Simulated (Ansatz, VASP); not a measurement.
# Two plane-wave programs on Sn

```
Sn
1.0
    -1.96601    1.96601    1.91920
     1.96601   -1.96601    1.91920
     1.96601    1.96601   -1.91920
Sn
1
Direct
  0.00000 0.00000 0.00000
```

Change from the starting cell: strain +0.050 along x and y, +0.025 along z, atoms carried along.

Alike in both runs: task single point; functional PBEsol; k mesh 22 × 22 × 22; occupations gaussian, width 0.15 eV; no spin polarisation.

```csv
,VASP,Ansatz
version,VASP 6.6.1,Ansatz 0.2.0
potentials or method,"VASP PAW PBE potentials, release 64 (Sn_d), cutoff 520 eV","scalar-relativistic, plane waves, PAW"
valence electrons in the cell,14,14
```

```tsv
	VASP	Ansatz	Ansatz less VASP
gap on the k mesh at the Fermi level (eV)	none	none	-
pressure (GPa)	-5.2	-5.2	-0.04
traceless stress, the component that is largest in VASP (GPa)	-0.37	-0.37	0.000
```

VASP's potentials were made for PBE, not for PBEsol. A gap of «none» marks a metal or a gap that the smearing closes.
